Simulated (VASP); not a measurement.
A run of VASP 6.6.1 is set up as follows.

File INCAR:

```
SYSTEM = AlGa3N4
ALGO     = Normal         ! electronic algorithm
EDIFF    = 1E-6           ! SCF threshold, eV
ENCUT    = 520            ! plane-wave cutoff, eV
ISIF     = 2              ! what is computed and relaxed
ISMEAR   = 0              ! smearing method
LASPH    = .TRUE.         ! aspherical terms in the spheres
LCHARG   = .TRUE.         ! write CHGCAR
LELF     = .TRUE.         ! ELF
LREAL    = .FALSE.        ! projectors in reciprocal space
LVHAR    = .TRUE.       
LWAVE    = .FALSE.        ! write WAVECAR
NBANDS   = 41             ! bands
NELM     = 60             ! most SCF steps
PREC     = Accurate       ! precision mode
SIGMA    = 0.05           ! smearing width, eV
```

The input KPOINTS:

```
k-points
0
G
  6 6 6
  0 0 0
```

The input POSCAR:

```
AlGa3N4
1.0
    4.3382171223      0.0000000000      0.0000000000
    0.0000000000      4.3382171223      0.0000000000
    0.0000000000      0.0000000000      4.3382171223
Al Ga N
1 3 4
Direct
    0.0000000000      0.0000000000      0.0000000000
    0.5000000000      0.5000000000      0.0000000000
    0.5000000000      0.0000000000      0.5000000000
    0.0000000000      0.5000000000      0.5000000000
    0.7548078379      0.7548078379      0.2451921621
    0.7548078379      0.2451921621      0.7548078379
    0.2451921621      0.7548078379      0.7548078379
    0.2451921621      0.2451921621      0.2451921621
```

Potentials or basis: VASP PAW LDA potentials, release 64 (Al, Ga_d, N).

Run with:

```bash
$ cat potpaw_LDA.64/Al/POTCAR potpaw_LDA.64/Ga_d/POTCAR potpaw_LDA.64/N/POTCAR > POTCAR
$ mpirun -np 1 vasp_std > vasp.out
```

(1) Predict the pressure.

(2) What does it give for the largest force?

Results:

(1) 15.4 GPa.

(2) 0.058 eV/Å.

Caveat: the cell stands under pressure.
